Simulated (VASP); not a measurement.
# MgB2 (P6/mmm) in VASP: further runs

MgB2 is run at these levels: r2SCAN+rVV10, r2SCAN; tasks: relaxation of shape and atoms at fixed volume.

Everything below comes from runs of VASP 6.6.1. Logs are shortened: lines on timing, memory, paths and dates and some standing lists are left out, and cuts for length are marked.

## Step 1: The cell of the first run

It takes space group P6/mmm (No. 191, hexagonal). Conventional cell: a = 3.040 Å, b = 3.040 Å, c = 3.421 Å, α = 90.00°, β = 90.00°, γ = 120.00°. Within 3.2 Å of Mg (site symmetry 6/mmm) lie 12 B at 2.45 Å and 6 Mg at 3.04 Å. B (site symmetry -6m2) has 3 B at 1.76 Å within 2.3 Å.

## Step 2: Relaxation of shape and atoms at fixed volume, r2SCAN+rVV10 (9.13 Å³/atom)

Input file POSCAR:

```
MgB2
1.0
    3.0401712020      0.0000000000      0.0000000000
   -1.5200856010      2.6328654927      0.0000000000
    0.0000000000      0.0000000000      3.4210155370
Mg B
1 2
Direct
    0.0000000000      0.0000000000      0.0000000000
    0.3333333333      0.6666666667      0.5000000000
    0.6666666667      0.3333333333      0.5000000000
```

Input file INCAR.step1:

```
SYSTEM = MgB2
PREC = Accurate
ENCUT = 600
ISMEAR = 0
SIGMA = 0.05
LREAL = .FALSE.
LASPH = .TRUE.
NELM = 100
GGA = PE
ALGO = Normal
EDIFF = 1E-4
LWAVE = .TRUE.
LCHARG = .FALSE.
```

Input file INCAR.step2:

```
SYSTEM = MgB2
PREC = Accurate
ENCUT = 600
EDIFF = 1E-6
ISMEAR = 0
SIGMA = 0.05
LREAL = .FALSE.
LASPH = .TRUE.
NELM = 100
ALGO = Normal
ISIF = 4
LWAVE = .FALSE.
LCHARG = .FALSE.
METAGGA = R2SCAN
LMIXTAU = .TRUE.
LUSE_VDW = .TRUE.
IVDW_NL = 2
BPARAM = 11.95
CPARAM = 0.0093
IBRION = 2
NSW = 60
EDIFFG = -0.01
ISTART = 1
```

Input file KPOINTS:

```
Automatic mesh
0
G
  8 8 6
  0 0 0
```

Potentials or basis: VASP PAW PBE potentials, release 64 (Mg, B).

Command:

```console
$ cat potpaw_PBE.64/Mg/POTCAR potpaw_PBE.64/B/POTCAR > POTCAR
$ cp INCAR.step1 INCAR
$ mpirun -np 1 vasp_std > vasp.out
$ cp INCAR.step2 INCAR
$ mpirun -np 1 vasp_std > vasp.out
```

OUTCAR:

```text
SYSTEM = MgB2
   PREC = Accurate
   ENCUT = 600
   EDIFF = 1E-6
   ISMEAR = 0
   LREAL = .FALSE.
   LASPH = .TRUE.
   NELM = 100
   ISIF = 4
   METAGGA = R2SCAN
   IVDW_NL = 2
   BPARAM = 11.95
   IBRION = 2
   NSW = 60
   EDIFFG = -0.01
   ISTART = 1

 ion  position               nearest neighbor table
   1  0.000  0.000  0.000-   2 2.45   3 2.45   2 2.45   3 2.45   2 2.45   2 2.45   3 2.45   3 2.45
                             3 2.45   3 2.45   2 2.45   2 2.45
   2  0.333  0.667  0.500-   3 1.76   3 1.76   3 1.76   1 2.45   1 2.45   1 2.45   1 2.45   1 2.45
                             1 2.45
   3  0.667  0.333  0.500-   2 1.76   2 1.76   2 1.76   1 2.45   1 2.45   1 2.45   1 2.45   1 2.45
                             1 2.45

  LATTYP: Found a hexagonal cell.
 ALAT       =     3.0401712020
 C/A-ratio  =     1.1252706870

  Lattice vectors:

 A1 = (   3.0401712020,   0.0000000000,   0.0000000000)
 A2 = (  -1.5200856010,   2.6328654927,   0.0000000000)
 A3 = (   0.0000000000,   0.0000000000,   3.4210155370)

Analysis of symmetry for initial positions (statically):
=====================================================================
 Subroutine PRICEL returns:
 Original cell was already a primitive cell.

 Routine SETGRP: Setting up the symmetry group for a
 hexagonal supercell.

 Subroutine GETGRP returns: Found 24 space group operations
 (whereof 24 operations were pure point group operations)
 out of a pool of 24 trial point group operations.

The static configuration has the point symmetry D_6h.

Analysis of symmetry for dynamics (positions and initial velocities):
=====================================================================
 Subroutine PRICEL returns:
 Original cell was already a primitive cell.

 Routine SETGRP: Setting up the symmetry group for a
 hexagonal supercell.

 Subroutine GETGRP returns: Found 24 space group operations
 (whereof 24 operations were pure point group operations)
 out of a pool of 24 trial point group operations.

The dynamic configuration has the point symmetry D_6h.

 Subroutine INISYM returns: Found 24 space group operations
 (whereof 24 operations are pure point group operations),
 and found     1 'primitive' translations

[... 158 lines left out ...]

 VOLUME and BASIS-vectors are now :
 -----------------------------------------------------------------------------
  energy-cutoff  :      600.00
  volume of cell :       27.38
      direct lattice vectors                 reciprocal lattice vectors
     3.040171202  0.000000000  0.000000000     0.328928844  0.189907157  0.000000000
    -1.520085601  2.632865493  0.000000000     0.000000000  0.379814314  0.000000000
     0.000000000  0.000000000  3.421015537     0.000000000  0.000000000  0.292310862

 POSITION                                       TOTAL-FORCE (eV/Angst)
 -----------------------------------------------------------------------------------
      0.00000      0.00000      0.00000         0.000000      0.000000      0.000000
     -0.00000      1.75524      1.71051         0.000000      0.000000     -0.000000
      1.52009      0.87762      1.71051        -0.000000     -0.000000      0.000000
 -----------------------------------------------------------------------------------
    total drift:                                0.000000     -0.000000      0.000000

  FREE ENERGIE OF THE ION-ELECTRON SYSTEM (eV)
  ---------------------------------------------------
  free  energy   TOTEN  =       -19.2261870231 eV

  energy  without entropy=      -19.2247000352  energy(sigma->0) =      -19.22544353

--------------------------------------- Ionic step        2  -------------------------------------------

 number of electron       8.0000000 magnetization

 Free energy of the ion-electron system (eV)
  ---------------------------------------------------
  ext. energy  EPLUGINS =         0.00000000
  ---------------------------------------------------
  free energy    TOTEN  =       -19.22660432 eV

  energy without entropy =      -19.22544292  energy(sigma->0) =      -19.22602362

 E-fermi :   5.7329     XC(G=0): -11.8006

 val. band max:        5.6963999705   @ k =   0.1250   0.0000   0.3333
 cond. band min:       5.7845920283   @ k =   0.3750   0.1250   0.3333
 fundamental gap:      0.0881920578
 Fermi energy:         5.7329398529

 k-point     1 :       0.0000    0.0000    0.0000
  band No.  band energies     occupation
      1      -7.8832      2.00000
      2       2.6700      2.00000
      3       6.0232      0.00000
      4       6.0232      0.00000
      5       8.1073      0.00000
      6      12.3602      0.00000
      7      12.3602      0.00000
      8      14.4855      0.00000
[... 243 lines left out ...]
 k-point    24 :       0.3750    0.0000    0.3333
  band No.  band energies     occupation
      1      -4.4781      2.00000
      2      -0.1908      2.00000
      3       1.4622      2.00000
      4       3.7649      2.00000
      5       6.9353      0.00000
      6      11.6711      0.00000
      7      16.4041      0.00000
      8      16.5813      0.00000

 [... further k-points ...]

------------------------ aborting loop because EDIFF is reached ----------------------------------------

  FORCE on cell =-STRESS in cart. coord.  units (eV):
  Direction    XX          YY          ZZ          XY          YZ          ZX
  --------------------------------------------------------------------------------------
  -------------------------------------------------------------------------------------
  Total        1.0185428      1.0185428      1.0533356      0.0000000      0.0000000     -0.0000000
  in kB       59.5947647     59.5947647     61.6304835      0.0000000      0.0000000     -0.0000000
  external PRESSURE =      60.2733376 kB  Pullay stress =       0.0000000 kB

 VOLUME and BASIS-vectors are now :
 -----------------------------------------------------------------------------
  energy-cutoff  :      600.00
  volume of cell :       27.38
      direct lattice vectors                 reciprocal lattice vectors
     3.045016293  0.000000000  0.000000000     0.328405468  0.189604985 -0.000000000
    -1.522508147  2.637061465  0.000000000    -0.000000000  0.379209970 -0.000000000
     0.000000000  0.000000000  3.410137470    -0.000000000 -0.000000000  0.293243310

 POSITION                                       TOTAL-FORCE (eV/Angst)
 -----------------------------------------------------------------------------------
      0.00000      0.00000      0.00000        -0.000000     -0.000000      0.000000
     -0.00000      1.75804      1.70507        -0.000000      0.000000     -0.000000
      1.52251      0.87902      1.70507         0.000000     -0.000000      0.000000
 -----------------------------------------------------------------------------------
    total drift:                                0.000000     -0.000000      0.000000

  FREE ENERGIE OF THE ION-ELECTRON SYSTEM (eV)
  ---------------------------------------------------
  free  energy   TOTEN  =       -19.2266043164 eV

  energy  without entropy=      -19.2254429214  energy(sigma->0) =      -19.22602362

 reached required accuracy - stopping structural energy minimisation
```

Wall time 44 s (1 thread of Intel Xeon 6975P-C (Granite Rapids), shared host); peak memory 0.23 GiB.

Results:

| Item | Value |
| --- | --- |
| Free energy | -19.2266 eV |
| Energy gained by relaxing | 0.1 meV/atom |
| Ionic steps | 2 |
| Pressure after relaxing | 6.0 GPa |
| Band gap on the k mesh | zero (bands 4 and 5 overlap by 2.93 eV) |

Step by step:
| step | energy change (eV) | largest force (eV/Å) | pressure (GPa) | volume (Å³) |
| --- | --- | --- | --- | --- |
| 1 | 0.0000 | 0.0000 | 6.26 | 27.38 |
| 2 | -0.0004 | 0.0000 | 6.03 | 27.38 |

Final structure:
```
CELL_PARAMETERS angstrom
3.04502 0.00000 0.00000
-1.52251 2.63706 0.00000
0.00000 0.00000 3.41014
ATOMIC_POSITIONS crystal
Mg 0.00000 0.00000 0.00000
B 0.33333 0.66667 0.50000
B 0.66667 0.33333 0.50000
```

Caveat: the PAW data sets were made with another functional, which shifts forces and pressure a little.

## Step 3: Relaxation of shape and atoms at fixed volume, r2SCAN (9.15 Å³/atom)

This run uses another cell than the first one, of 9.15 Å³/atom.

Input file POSCAR:

```
MgB2
1.0
    3.0411752226      0.0000000000      0.0000000000
   -1.5205876113      2.6337350002      0.0000000000
    0.0000000000      0.0000000000      3.4285641000
Mg B
1 2
Direct
    0.0000000000      0.0000000000      0.0000000000
    0.3333333333      0.6666666667      0.5000000000
    0.6666666667      0.3333333333      0.5000000000
```

Input file INCAR.step1:

```
SYSTEM = MgB2
PREC = Accurate
ENCUT = 600
ISMEAR = 0
SIGMA = 0.05
LREAL = .False.
LASPH = .True.
NELM = 60
GGA = PE
ALGO = Normal
EDIFF = 1E-4
LWAVE = .True.
LCHARG = .False.
```

Input file INCAR.step2:

```
SYSTEM = MgB2
PREC = Accurate
ENCUT = 600
EDIFF = 1E-6
ISMEAR = 0
SIGMA = 0.05
LREAL = .False.
LASPH = .True.
NELM = 60
ALGO = Normal
ISIF = 4
LWAVE = .False.
LCHARG = .False.
METAGGA = R2SCAN
LMIXTAU = .True.
IBRION = 2
NSW = 60
EDIFFG = -0.01
ISTART = 1
```

Input file KPOINTS:

```
regular mesh
0
Gamma
  8 8 6
  0 0 0
```

Potentials or basis: VASP PAW PBE potentials, release 64 (Mg, B).

Command:

```console
$ cat potpaw_PBE.64/Mg/POTCAR potpaw_PBE.64/B/POTCAR > POTCAR
$ cp INCAR.step1 INCAR
$ mpirun -np 1 vasp_std > vasp.out
$ cp INCAR.step2 INCAR
$ mpirun -np 1 vasp_std > vasp.out
```

Wall time 23 s (1 thread of Intel Xeon 6975P-C (Granite Rapids), shared host); peak memory 0.15 GiB.

The run converged. Its results:

```yaml
Free_energy: -19.3781 eV
Energy_gained_by_relaxing: 0.2 meV/atom
Ionic_steps: 2
Pressure_after_relaxing: 6.0 GPa
Band_gap_on_the_k_mesh: zero (bands 4 and 5 overlap by 2.90 eV)
```

Stress tensor (GPa, compression positive):
```
5.93 0.00 0.00
0.00 5.93 0.00
0.00 0.00 6.07
```

Step by step:
| step | energy change (eV) | largest force (eV/Å) | pressure (GPa) | volume (Å³) |
| --- | --- | --- | --- | --- |
| 1 | 0.0000 | 0.0000 | 6.23 | 27.46 |
| 2 | -0.0005 | 0.0000 | 5.98 | 27.46 |

Final structure:
```yaml
crystal:
  lattice:
    - [3.04648, 0.00000, 0.00000]
    - [-1.52324, 2.63833, 0.00000]
    - [0.00000, 0.00000, 3.41663]
  atoms:
    - { symbol: Mg, position: [0.00000, 0.00000, 0.00000] }
    - { symbol: B, position: [0.33333, 0.66667, 0.50000] }
    - { symbol: B, position: [0.66667, 0.33333, 0.50000] }
```

Levels at points of the mesh, in eV from the Fermi level:
```tsv
k point	band 1	band 2	band 3	band 4	band 5	band 6	band 7	band 8
(0.00, 0.00, 0.00)	-13.60	-3.08	0.29	0.29	2.36	6.63	6.63	8.74
(0.50, 0.00, 0.00)	-9.45	-8.59	-2.50	0.27	3.50	4.07	6.25	8.54
(0.00, 0.00, 0.50)	-12.17	-8.03	0.75	0.75	6.95	6.95	8.65	10.95
(0.50, 0.00, 0.50)	-8.32	-7.57	-3.97	-2.16	-1.35	6.23	9.71	10.06
```

Caveat: the PAW data sets were made with another functional, which shifts forces and pressure a little.

## Step 4: Relaxation of shape and atoms at fixed volume, r2SCAN+rVV10 (9.32 Å³/atom)

This run uses another cell than the first one, of 9.32 Å³/atom.

Input file POSCAR:

```
MgB2
1.0
    3.0569538615      0.0000000000      0.0000000000
   -1.5284769308      2.6473997023      0.0000000000
    0.0000000000      0.0000000000      3.4540466829
Mg B
1 2
Direct
    0.0000000000      0.0000000000      0.0000000000
    0.3333333333      0.6666666667      0.5000000000
    0.6666666667      0.3333333333      0.5000000000
```

Input file INCAR.step1:

```
  ALGO = Normal
  EDIFF = 1E-4
  ENCUT = 600
  GGA = PE
  ISMEAR = 0
  LASPH = True
  LCHARG = False
  LREAL = False
  LWAVE = True
  NELM = 80
  PREC = Accurate
  SIGMA = 0.05
```

Input file INCAR.step2:

```
  ALGO = Normal
  BPARAM = 11.95
  CPARAM = 0.0093
  EDIFF = 1E-6
  EDIFFG = -0.01
  ENCUT = 600
  IBRION = 2
  ISIF = 4
  ISMEAR = 0
  ISTART = 1
  IVDW_NL = 2
  LASPH = True
  LCHARG = False
  LMIXTAU = True
  LREAL = False
  LUSE_VDW = True
  LWAVE = False
  METAGGA = R2SCAN
  NELM = 80
  NSW = 60
  PREC = Accurate
  SIGMA = 0.05
```

Input file KPOINTS:

```
k-points
0
Gamma
  8 8 6
```

Command:

```console
$ cat potpaw_PBE.64/Mg/POTCAR potpaw_PBE.64/B/POTCAR > POTCAR
$ cp INCAR.step1 INCAR
$ mpirun -np 1 vasp_std > vasp.out
$ cp INCAR.step2 INCAR
$ mpirun -np 1 vasp_std > vasp.out
```

Run time: 46 s. Hardware: 1 thread of Intel Xeon 6975P-C (Granite Rapids), shared host; peak memory 0.23 GiB.

It converged, with:

* Free energy: -19.2421 eV
* Energy gained by relaxing: 0.2 meV/atom
* Ionic steps: 2
* Pressure after relaxing: 2.6 GPa
* Band gap on the k mesh: zero (bands 4 and 5 overlap by 2.85 eV)

The path:
```csv
step,energy change (eV),largest force (eV/Å),pressure (GPa),volume (Å³)
1,0.0000,0.0000,2.80,27.95
2,-0.0005,0.0000,2.58,27.95
```

Final structure:
```cif
data_structure
_symmetry_space_group_name_H-M 'P 1'
_symmetry_Int_Tables_number 1
_cell_length_a 3.0618
_cell_length_b 3.0618
_cell_length_c 3.4432
_cell_angle_alpha 90.000
_cell_angle_beta 90.000
_cell_angle_gamma 120.000
_cell_volume 27.95
loop_
_atom_site_label
_atom_site_type_symbol
_atom_site_fract_x
_atom_site_fract_y
_atom_site_fract_z
_atom_site_occupancy
Mg1 Mg 0.00000 0.00000 0.00000 1
B1 B 0.33333 0.66667 0.50000 1
B2 B 0.66667 0.33333 0.50000 1
```

Levels at points of the mesh, in eV from the Fermi level:
```tsv
k point	band 1	band 2	band 3	band 4	band 5	band 6	band 7	band 8
(0.00, 0.00, 0.00)	-13.49	-3.07	0.29	0.29	2.24	6.58	6.58	8.59
(0.50, 0.00, 0.00)	-9.38	-8.51	-2.46	0.26	3.44	4.04	6.10	8.32
(0.00, 0.00, 0.50)	-12.10	-7.96	0.75	0.75	6.91	6.91	8.58	10.71
(0.50, 0.00, 0.50)	-8.28	-7.52	-3.93	-2.13	-1.34	6.12	9.59	9.89
```

Caveat: the PAW data sets were made with another functional, which shifts forces and pressure a little.

## Step 5: Relaxation of shape and atoms at fixed volume, r2SCAN (9.34 Å³/atom)

This run uses another cell than the first one, of 9.34 Å³/atom.

Input file POSCAR:

```
MgB2
1.0
    3.0584687587      0.0000000000      0.0000000000
   -1.5292343793      2.6487116417      0.0000000000
    0.0000000000      0.0000000000      3.4605243197
Mg B
1 2
Direct
    0.0000000000      0.0000000000      0.0000000000
    0.3333333333      0.6666666667      0.5000000000
    0.6666666667      0.3333333333      0.5000000000
```

Input file INCAR.step1:

```
SYSTEM = MgB2
ALGO = Normal ; EDIFF = 1E-4
ENCUT = 600 ; GGA = PE
ISMEAR = 0 ; LASPH = .True.
LCHARG = .False. ; LREAL = .False.
LWAVE = .True. ; NELM = 100
PREC = Accurate ; SIGMA = 0.05
```

Input file INCAR.step2:

```
SYSTEM = MgB2
ALGO = Normal ; EDIFF = 1E-6
EDIFFG = -0.01 ; ENCUT = 600
IBRION = 2 ; ISIF = 4
ISMEAR = 0 ; ISTART = 1
LASPH = .True. ; LCHARG = .False.
LMIXTAU = .True. ; LREAL = .False.
LWAVE = .False. ; METAGGA = R2SCAN
NELM = 100 ; NSW = 60
PREC = Accurate ; SIGMA = 0.05
```

Input file KPOINTS:

```
k-points
0
Gamma
  8 8 6
  0 0 0
```

Command:

```console
$ cat potpaw_PBE.64/Mg/POTCAR potpaw_PBE.64/B/POTCAR > POTCAR
$ cp INCAR.step1 INCAR
$ mpirun -np 1 vasp_std > vasp.out
$ cp INCAR.step2 INCAR
$ mpirun -np 1 vasp_std > vasp.out
```

It took 27 s on 1 thread of Intel Xeon 6975P-C (Granite Rapids), shared host; peak memory 0.15 GiB.

The run converged. Its results:

- Free energy: -19.3935 eV
- Energy gained by relaxing: 0.2 meV/atom
- Ionic steps: 2
- Pressure after relaxing: 2.6 GPa
- Band gap on the k mesh: zero (bands 4 and 5 overlap by 2.82 eV)

Stress tensor (GPa, compression positive):
```
2.63 0.00 0.00
0.00 2.63 0.00
0.00 0.00 2.45
```

The path:
```
step  energy change (eV)  largest force (eV/Å)  pressure (GPa)  volume (Å³)
   1              0.0000                0.0000            2.77        28.03
   2             -0.0005                0.0000            2.57        28.03
```

Final structure:
```
Mg B
1.0
     3.06289    0.00000    0.00000
    -1.53145    2.65254    0.00000
     0.00000    0.00000    3.45053
Mg B
1 2
Direct
  0.00000 0.00000 0.00000
  0.33333 0.66667 0.50000
  0.66667 0.33333 0.50000
```

Levels at points of the mesh, in eV from the Fermi level:
```
           k point  band 2  band 3  band 4  band 5  band 6  band 7
(0.00, 0.00, 0.00)   -3.09    0.29    0.29    2.22    6.58    6.58
(0.50, 0.00, 0.00)   -8.50   -2.46    0.24    3.41    4.05    6.07
(0.00, 0.00, 0.50)   -7.94    0.74    0.74    6.91    6.91    8.58
(0.50, 0.00, 0.50)   -7.51   -3.92   -2.13   -1.33    6.12    9.59
```

Caveat: the PAW data sets were made with another functional, which shifts forces and pressure a little.

## Step 6: Summary

```csv
level,cell,gap on the mesh (eV),pressure (GPa)
r2SCAN+rVV10,"relaxed from a = 3.040, b = 3.040, c = 3.421 Å, angles 90.0, 90.0, 120.0°, 3 atoms",none,6.0
r2SCAN,"relaxed from a = 3.041, b = 3.041, c = 3.429 Å, angles 90.0, 90.0, 120.0°, 3 atoms",none,6.0
r2SCAN+rVV10,"relaxed from a = 3.057, b = 3.057, c = 3.454 Å, angles 90.0, 90.0, 120.0°, 3 atoms",none,2.6
r2SCAN,"relaxed from a = 3.058, b = 3.058, c = 3.461 Å, angles 90.0, 90.0, 120.0°, 3 atoms",none,2.6
```

Alike in all rows: task relaxation of shape and atoms at fixed volume; potentials or basis VASP PAW PBE potentials, release 64 (Mg, B); no spin polarisation; k mesh 8 × 8 × 6; cutoff (eV) 600; smearing gaussian 0.05 eV.

Caveats: the PAW data sets were made with another functional, which shifts forces and pressure a little.

Absolute energies hang on the potentials; compare differences alone.
